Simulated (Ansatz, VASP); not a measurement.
Two plane-wave programs on Cu

```xyz
1
Lattice="0.0000 1.8147 1.8147 1.8147 0.0000 1.8147 1.8147 1.8147 0.0000" Properties=species:S:1:pos:R:3 pbc="T T T"
Cu    0.0000    0.0000    0.0000
```

Alike in both runs: functional PBE; k mesh 20 × 20 × 20; occupations gaussian, width 0.1 eV; no spin polarisation.

Ansatz relaxed the structure, and its values are those at the end. VASP's run is a single point on that final structure, the one shown.

```csv
,VASP,Ansatz
version,VASP 6.6.1,Ansatz 0.2.0
potentials or method,"VASP PAW PBE potentials, release 64 (Cu), cutoff 520 eV","scalar-relativistic, plane waves, PAW"
valence electrons in the cell,11,19
```

```csv
,VASP,Ansatz,Ansatz less VASP
gap on the k mesh at the Fermi level (eV),none,none,-
pressure (GPa),0.6,0.0,-0.57
```

A gap of «none» marks a metal or a gap that the smearing closes. The functional is the same, so the differences come from potentials, cutoffs and numerics. VASP's potentials hold 11 valence electrons a cell and Ansatz's 19, so a difference there can come from the potentials and not from the codes.
